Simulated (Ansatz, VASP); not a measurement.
Two plane-wave programs on Hf3Cd

Contents of INCAR:

```
PREC = Accurate ; ENCUT = 600
EDIFF = 1E-7 ; ISMEAR = 0
SIGMA = 0.1 ; LREAL = F
LASPH = T ; NELM = 80
ALGO = Fast ; ISIF = 3
LWAVE = F ; LCHARG = F
GGA = PE ; IBRION = 2
NSW = 100 ; EDIFFG = -0.01
```

File KPOINTS:

```
regular mesh
0
Gamma
  12 12 12
```

The input POSCAR:

```
Hf3Cd
1.0
    0.0000000000      3.5079659632      3.5079659632
    3.5079659632      0.0000000000      3.5079659632
    3.5079659632      3.5079659632      0.0000000000
Hf Cd
3 1
Direct
    0.2500000000      0.2500000000      0.2500000000
    0.7500000000      0.7500000000      0.7500000000
    0.5000000000      0.5000000000      0.5000000000
    0.0000000000      0.0000000000      0.0000000000
```

Input for Ansatz:

```yaml
crystal:
  lattice:
    - [0.0, 3.5079659632, 3.5079659632]
    - [3.5079659632, 0.0, 3.5079659632]
    - [3.5079659632, 3.5079659632, 0.0]
  atoms:
    - { symbol: Hf, position: [0.25, 0.25, 0.25] }
    - { symbol: Hf, position: [0.75, 0.75, 0.75] }
    - { symbol: Hf, position: [0.5, 0.5, 0.5] }
    - { symbol: Cd, position: [0.0, 0.0, 0.0] }
basis:
  ecutwfc: 420
kpoints:
  mp_grid: { grid: [12, 12, 12] }
hamiltonian:
  xc: pbe
scf:
  occupations: { method: gaussian, width: 0.1 }
output:
  forces: true
  stress: true
  eigenvalues: true
  write_density: true
  write_potential: true
  elf: true
  volumetric_format: npy
relax:
  adjacent_minimum: "off"
  f_tol: 0.01
  max_steps: 80
  cell: { stress_tol: 0.05 }
```

Change from the starting cell: species swapped into the Rb3Cd type (Fm-3m, No. 225).

Alike in both runs: task relaxation of cell and atoms; functional PBE; k mesh 12 × 12 × 12; occupations gaussian, width 0.1 eV; no spin polarisation.

```csv
,VASP,Ansatz
version,VASP 6.6.1,Ansatz 0.2.0
potentials or method,"VASP PAW PBE potentials, release 64 (Hf_pv, Cd), cutoff 600 eV","scalar-relativistic, plane waves, PAW"
valence electrons in the cell,42,98
```

```csv
,VASP,Ansatz,Ansatz less VASP
"gap on the k mesh at the Fermi level, each at its own relaxed structure (eV)",none,none,-
relaxed volume (Å³/atom),21.49,21.54,+0.049
relaxed length of the cell vector where the two differ most in proportion (Å),4.954,4.958,+0.0037
```

A gap of «none» marks a metal or a gap that the smearing closes. VASP's potentials hold 42 valence electrons a cell and Ansatz's 98, so a difference there can come from the potentials and not from the codes.

Spin-orbit coupling is off throughout.
